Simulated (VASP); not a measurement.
Wanted: the native input for a VASP 6.6.1 run.

```
Task                   : single point
Functional             : LDA
Potentials or basis    : VASP PAW LDA potentials, release 64 (Mo_sv, S)
Cutoff                 : 520 eV
k mesh                 : 12 × 12 × 12
Occupations            : methfessel-paxton, width 0.1 eV
Spin                   : no spin polarisation
Dipole correction      : no
Further INCAR settings : ALGO = Normal; EDIFF = 1e-07; NBANDS = 20
```

The structure of MoS2 lies in POSCAR:

```
MoS2
1.0
    1.5855000000      0.9153888500      6.1149966700
   -1.5855000000      0.9153888500      6.1149966700
    0.0000000000     -1.8307777000      6.1149966700
Mo S
1 2
Direct
    0.0000000000      0.0000000000      0.0000000000
    0.7499999996      0.7499999996      0.7499999996
    0.2499999999      0.2499999999      0.2499999999
```

These files were run (other wordings do the same):

INCAR

```
SYSTEM = MoS2
PREC = Accurate
ENCUT = 520
EDIFF = 1E-7
ISMEAR = 1
SIGMA = 0.1
LREAL = .FALSE.
LASPH = .TRUE.
NELM = 100
ALGO = Normal
ISIF = 2
LWAVE = .FALSE.
LCHARG = .FALSE.
NBANDS = 20
```

KPOINTS

```
Automatic mesh
0
G
  12 12 12
  0 0 0
```

Potentials or basis: VASP PAW LDA potentials, release 64 (Mo_sv, S).

Run with:

```bash
$ cat potpaw_LDA.64/Mo_sv/POTCAR potpaw_LDA.64/S/POTCAR > POTCAR
$ mpirun -np 1 vasp_std > vasp.out
```

It gave:

- Pressure: 0.1 GPa
- Largest force: 0.624 eV/Å
- Band gap on the k mesh: zero (band 13 reaches 8.03 eV, above the bottom of band 14 at 7.29 eV)

It took 4 min on 1 thread of Intel(R) Xeon(R) 6975P-C (Granite Rapids) (shared host), peak memory 0.37 GiB.
